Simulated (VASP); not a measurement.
Runs of VASP 6.6.1 on Fe. The structure is that of space group Fm-3m (No. 225), or close to it. The cells are those of the table. 

```csv
task,spin,cell,k mesh,cutoff (eV),smearing,gap on the mesh (eV),pressure (GPa),moment (μB)
single point,off,"a = 2.409 Å, angles 60.0°, 1 atom",15 × 15 × 15,520,fermi-dirac 0.1 eV,none,-0.4,-
single point,"collinear, ferromagnetic start","a = 2.500 Å, angles 60.0°, 1 atom",18 × 18 × 18,520,fermi-dirac 0.05 eV,none,(a),1.20
single point,"collinear, ferromagnetic start","a = 2.470 Å, angles 60.0°, 1 atom",18 × 18 × 18,520,fermi-dirac 0.05 eV,none,-14.1,0.98
single point,off,"a = 2.502 Å, angles 60.0°, 1 atom",18 × 18 × 18,520,fermi-dirac 0.1 eV,none,-27.6,-
single point,"collinear, ferromagnetic start","a = 2.439 Å, angles 60.0°, 1 atom",18 × 18 × 18,520,fermi-dirac 0.05 eV,none,-7.4,(b)
relaxation of cell and atoms,off,"relaxed from a = 2.554 Å, angles 60.0°, 1 atom",15 × 15 × 15,600,fermi-dirac 0.1 eV,none,0.1,-
single point,off,"a = 2.308 Å, angles 60.0°, 1 atom",18 × 18 × 18,520,fermi-dirac 0.1 eV,none,(c),-
```

Alike in all rows: level PBEsol; potentials or basis VASP PAW PBE potentials, release 64 (Fe).

Estimate the missing entries.

(a) -18.9; (b) 0.76; (c) 53.7.

Caveats: the PAW data sets were made with another functional, which shifts forces and pressure a little.

A gap of «none» marks levels without a gap at the run's occupations.
